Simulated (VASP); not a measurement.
Co, 1 atom in the cell. The structure is cubic, space group Pm-3m (No. 221). The conventional cell has a = 1.912 Å, b = 1.912 Å, c = 1.912 Å, α = 90.00°, β = 90.00°, γ = 90.00°. Within 2.5 Å of Co (site symmetry m-3m) lie 6 Co at 1.91 Å. This isn't the form of Co at room conditions, which is hcp.

```yaml
Program: VASP 6.6.1
Task: single point
Functional: PBE
Potentials_or_basis: VASP PAW PBE potentials, release 64 (Co)
Cutoff: 520 eV
k_mesh: 20 × 20 × 20
Occupations: fermi-dirac, width 0.08 eV
Spin: collinear spin, ferromagnetic start
Starting_moments: "[1.7] μB"
Dipole_correction: no
Further_INCAR_settings: ALGO = Normal; EDIFF = 1e-06; NBANDS = 14
```

Potentials or basis: VASP PAW PBE potentials, release 64 (Co).

Launch:

```bash
$ cat potpaw_PBE.64/Co/POTCAR > POTCAR
$ mpirun -np 1 vasp_std > vasp.out
```

Hardware: 1 thread of AMD EPYC 9R45 96-Core Processor (Zen 5) (shared host).

Q: How long does it take, and how much memory?

A: It took 19 s on 1 thread of AMD EPYC 9R45 96-Core Processor (Zen 5), with other jobs on the host, peak memory 0.12 GiB. Counts: scf iterations 14, k points 286.
